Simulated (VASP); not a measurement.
# Hf (P6_3/mmc) in VASP: a series of runs, part 2 of 2

VASP 6.6.1.

### 3 Relaxation of volume and atoms at fixed shape, r2SCAN

Input file POSCAR:

```
Hf
1.0
    3.1967000000      0.0000000000      0.0000000000
   -1.5983500000      2.7684200000      0.0000000000
    0.0000000000      0.0000000000      5.0578000000
Hf
2
Direct
    0.3333333333      0.6666666667      0.2500000000
    0.6666666667      0.3333333333      0.7500000000
```

Input file INCAR.step1:

```
PREC = Accurate
ENCUT = 550
ISMEAR = 0
SIGMA = 0.02
LREAL = False
LASPH = True
NELM = 120
GGA = PE
ALGO = Normal
EDIFF = 1E-5
LWAVE = True
LCHARG = False
GGA_COMPAT = False
IBRION = 2
ISIF = 3
EDIFFG = -0.005
NELMIN = 4
NSW = 100
```

Input file INCAR.step2:

```
PREC = Accurate
ENCUT = 550
EDIFF = 1E-7
ISMEAR = 0
SIGMA = 0.02
LREAL = False
LASPH = True
NELM = 120
ALGO = Normal
ISIF = 8
LWAVE = False
LCHARG = False
METAGGA = R2SCAN
LMIXTAU = True
IBRION = 2
NSW = 80
EDIFFG = -0.02
ISTART = 1
GGA_COMPAT = False
NELMIN = 4
```

Input file KPOINTS:

```
Automatic mesh
0
Gamma
  8 8 5
```

Potentials or basis: VASP PAW PBE potentials, release 64 (Hf_pv).

Started as:

```console
> cat potpaw_PBE.64/Hf_pv/POTCAR > POTCAR
> cp INCAR.step1 INCAR
> mpirun -np 1 vasp_std > vasp.out
> cp INCAR.step2 INCAR
> mpirun -np 1 vasp_std > vasp.out
```

OUTCAR:

```text
PREC = Accurate
   ENCUT = 550
   EDIFF = 1E-7
   ISMEAR = 0
   LREAL = False
   LASPH = True
   NELM = 120
   ISIF = 8
   METAGGA = R2SCAN
   IBRION = 2
   NSW = 80
   EDIFFG = -0.02
   ISTART = 1
   NELMIN = 4

 ion  position               nearest neighbor table
   1  0.333  0.667  0.250-   2 3.13   2 3.13   2 3.13   2 3.13   2 3.13   2 3.13
   2  0.667  0.333  0.750-   1 3.13   1 3.13   1 3.13   1 3.13   1 3.13   1 3.13

  LATTYP: Found a hexagonal cell.
 ALAT       =     3.1967000000
 C/A-ratio  =     1.5821941377

  Lattice vectors:

 A1 = (   3.1967000000,   0.0000000000,   0.0000000000)
 A2 = (  -1.5983500000,   2.7684200000,   0.0000000000)
 A3 = (   0.0000000000,   0.0000000000,   5.0578000000)

Analysis of symmetry for initial positions (statically):
=====================================================================
 Subroutine PRICEL returns:
 Original cell was already a primitive cell.

 Routine SETGRP: Setting up the symmetry group for a
 hexagonal supercell.

 Subroutine GETGRP returns: Found 24 space group operations
 (whereof 12 operations were pure point group operations)
 out of a pool of 24 trial point group operations.

The static configuration has the point symmetry D_3d.
 The point group associated with its full space group is D_6h.

Analysis of symmetry for dynamics (positions and initial velocities):
=====================================================================
 Subroutine PRICEL returns:
 Original cell was already a primitive cell.

 Routine SETGRP: Setting up the symmetry group for a
 hexagonal supercell.

 Subroutine GETGRP returns: Found 24 space group operations
 (whereof 12 operations were pure point group operations)
 out of a pool of 24 trial point group operations.

The dynamic configuration has the point symmetry D_3d.
 The point group associated with its full space group is D_6h.

 Subroutine INISYM returns: Found 24 space group operations
 (whereof 12 operations are pure point group operations),
 and found     1 'primitive' translations

----------------------------------------------------------------------------------------

                                     Primitive cell

  volume of cell :      44.7606

  direct lattice vectors                    reciprocal lattice vectors
     3.196700000  0.000000000  0.000000000     0.312822598  0.180608434  0.000000000
    -1.598350000  2.768420000  0.000000000     0.000000000  0.361216867  0.000000000
     0.000000000  0.000000000  5.057800000     0.000000000  0.000000000  0.197714421

  length of vectors
     3.196700000  3.196697048  5.057800000     0.361216534  0.361216867  0.197714421

  position of ions in fractional coordinates (direct lattice)
     0.333333333  0.666666667  0.250000000
     0.666666667  0.333333333  0.750000000

  ion indices of the primitive-cell ions
   primitive index   ion index
                 1           1
                 2           2

----------------------------------------------------------------------------------------

 KPOINTS: Automatic mesh

Automatic generation of k-mesh.
[... 50 lines left out ...]
   total plane-waves  NPLWV =  23040
   dimension x,y,z NGX =    24 NGY =   24 NGZ =   40
   dimension x,y,z NGXF=    48 NGYF=   48 NGZF=   80
   ions per type =               2
   NGX,Y,Z   is equivalent  to a cutoff of  12.48, 12.48, 13.15 a.u.
   NGXF,Y,Z  is equivalent  to a cutoff of  24.96, 24.96, 26.30 a.u.
 SYSTEM =  unknown system
   PREC   = accura    normal or accurate (medium, high low for compatibility)
   ISTART =      1    job   : 0-new  1-cont  2-samecut
   ICHARG =      0    charge: 1-file 2-atom 10-const
   ISPIN  =      1    spin polarized calculation?
   LNONCOLLINEAR =      F non collinear calculations
   LSORBIT =      F    spin-orbit coupling
   LASPH  =      T    aspherical Exc in radial PAW
   ENCUT  =  550.0 eV  40.42 Ry    6.36 a.u.   6.11  6.11  9.67*2*pi/ulx,y,z
   NELM   =    120;   NELMIN=  4; NELMDL=  0     # of ELM steps
   EDIFF  = 0.1E-06   stopping-criterion for ELM
   LREAL  =      F    real-space projection
   EDIFFG = -.2E-01   stopping-criterion for IOM
   NSW    =     80    number of steps for IOM
   IBRION =      2    ionic relax: 0-MD 1-quasi-New 2-CG
   NFREE  =      1    steps in history (QN), initial steepest desc. (CG)
   ISIF   =      8    stress and relaxation
   ISYM   =      2    0-nonsym 1-usesym 2-fastsym
   POTIM  = 0.5000    time-step for ionic-motion
   TEBEG  =    0.0;   TEEND  =   0.0 temperature during run
   PSTRESS=    0.0 pullay stress
   NELECT =      20.0000    total number of electrons
   NUPDOWN=      -1.0000    fix difference up-down
   EMIN   =  10.00;   EMAX   =-10.00  energy-range for DOS
   EFERMI =   0.00;   METHOD = LEGACY
   ISMEAR =     0;   SIGMA  =   0.02  broadening in eV -4-tet -1-fermi 0-gaus
   EFERMI_NEDOS =   21; number of points for ismear=-14 and -15
   IALGO  =     38    algorithm
   IMIX   =      4    mixing-type and parameters
     AMIX     =   0.40;   BMIX     =  1.00
     AMIX_MAG =   1.60;   BMIX_MAG =  1.00
  volume/ion in A,a.u.               =      22.38       151.03
  Fermi-wavevector in a.u.,A,eV,Ry     =   1.251564  2.365113 21.312328  1.566412
  Thomas-Fermi vector in A             =   2.385505
   LORBIT       =      0    0 simple, 1 ext, 2 COOP (PROOUT), +10 PAW based schemes
   METAGGA = R2SCAN    functional components
   LHFCALC =     F    Hartree Fock is set to
   AEXX    =    0.0000 exact exchange contribution
   IVDW    =     0    specifies the selected vdW correction
   LEPSILON=     F    determine dielectric tensor
   LRPA    =     F    only Hartree local field effects (RPA)
 conjugate gradient relaxation of ions
 non-spin polarized calculation
 Gauss-broadening in eV      SIGMA  =   0.02
  energy-cutoff  :      550.00
  volume of cell :       44.76
 maximum number of plane-waves:      1326
   NGX = 13   NGY = 13   NGZ = 19

--------------------------------------- Ionic step        1  -------------------------------------------

 number of electron      20.0000004 magnetization

 Free energy of the ion-electron system (eV)
  ---------------------------------------------------
  ext. energy  EPLUGINS =         0.00000000
  ---------------------------------------------------
  free energy    TOTEN  =       -90.31388511 eV

  energy without entropy =      -90.31377060  energy(sigma->0) =      -90.31382785

------------------------ aborting loop because EDIFF is reached ----------------------------------------

  FORCE on cell =-STRESS in cart. coord.  units (eV):
  Direction    XX          YY          ZZ          XY          YZ          ZX
  --------------------------------------------------------------------------------------
  -------------------------------------------------------------------------------------
  Total       -0.1500601     -0.1500598     -0.2437541      0.0000000      0.0000000      0.0000000
  in kB       -5.3713122     -5.3712990     -8.7250320      0.0000000      0.0000000      0.0000000
  external PRESSURE =      -6.4892144 kB  Pullay stress =       0.0000000 kB
[... 59 lines left out ...]
--------------------------------------- Ionic step        3  -------------------------------------------

 number of electron      20.0000003 magnetization

 Free energy of the ion-electron system (eV)
  ---------------------------------------------------
  ext. energy  EPLUGINS =         0.00000000
  ---------------------------------------------------
  free energy    TOTEN  =       -90.31439028 eV

  energy without entropy =      -90.31421304  energy(sigma->0) =      -90.31430166

 E-fermi :   4.9192     XC(G=0): -12.1797

 val. band max:        4.9124398827   @ k =   0.0000   0.0000   0.2000
 cond. band min:       4.9420573721   @ k =   0.2500   0.2500   0.4000
 fundamental gap:      0.0296174894
 Fermi energy:         4.9191747231

 k-point     1 :       0.0000    0.0000    0.0000
  band No.  band energies     occupation
      1     -27.3845      2.00000
      2     -26.5972      2.00000
      3     -26.5972      2.00000
      4     -26.4758      2.00000
      5     -26.4663      2.00000
      6     -26.4663      2.00000
      7      -2.9030      2.00000
      8       1.0069      2.00000
      9       5.2855      0.00000
     10       6.2018      0.00000
     11       6.2019      0.00000
     12       6.5042      0.00000
     13       7.0796      0.00000
     14       7.0796      0.00000
[... 377 lines left out ...]
      1     -27.2292      2.00000
      2     -27.1614      2.00000
      3     -26.7558      2.00000
      4     -26.6835      2.00000
      5     -26.6491      2.00000
      6     -26.6181      2.00000
      7       0.9060      2.00000
      8       1.5682      2.00000
      9       3.5855      2.00000
     10       4.0923      2.00000
     11       5.5380      0.00000
     12       5.8325      0.00000
     13       7.1325      0.00000
     14       8.3438      0.00000

 [... further k-points ...]
[... 5 lines left out ...]
  --------------------------------------------------------------------------------------
  -------------------------------------------------------------------------------------
  Total        0.0270815      0.0270814     -0.0641856      0.0000000      0.0000000      0.0000000
  in kB        0.9748047      0.9748023     -2.3103729      0.0000000      0.0000000      0.0000000
  external PRESSURE =      -0.1202553 kB  Pullay stress =       0.0000000 kB
[... 17 lines left out ...]
  FREE ENERGIE OF THE ION-ELECTRON SYSTEM (eV)
  ---------------------------------------------------
  free  energy   TOTEN  =       -90.3143902840 eV

  energy  without entropy=      -90.3142130386  energy(sigma->0) =      -90.31430166

 reached required accuracy - stopping structural energy minimisation
```

Run time: 9.4 min. Hardware: 1 thread of AMD EPYC 7R13, shared host; peak memory 0.15 GiB.

Results:

```
Free energy                            : -90.3144 eV
Relaxed volume                         : 22.26 Å³/atom
Relaxed cell                           : a = 3.191 Å, b = 3.191 Å, c = 5.048 Å, α = 90.00°, β = 90.00°, γ = 120.00°
Space group after relaxing (to 0.05 Å) : P6_3/mmc (No. 194)
Energy gained by relaxing              : 0.3 meV/atom
Ionic steps                            : 3
Pressure after relaxing                : 0.0 GPa
Band gap on the k mesh                 : zero (band 10 reaches 6.20 eV, above the bottom of band 11 at 4.60 eV)
```

The path:
```csv
step,energy change (eV),largest force (eV/Å),pressure (GPa),volume (Å³)
1,0.0000,0.0000,-0.65,44.76
2,0.0004,0.0000,0.86,44.18
3,-0.0005,0.0000,-0.01,44.51
```

Final structure:
```yaml
crystal:
  lattice:
    - [3.19074, 0.00000, 0.00000]
    - [-1.59537, 2.76326, 0.00000]
    - [0.00000, 0.00000, 5.04838]
  atoms:
    - { symbol: Hf, position: [0.33333, 0.66667, 0.25000] }
    - { symbol: Hf, position: [0.66667, 0.33333, 0.75000] }
```

Caveat: the PAW data sets were made with another functional, which shifts forces and pressure a little; spin-orbit coupling is left out, which moves the levels of the heavy elements.
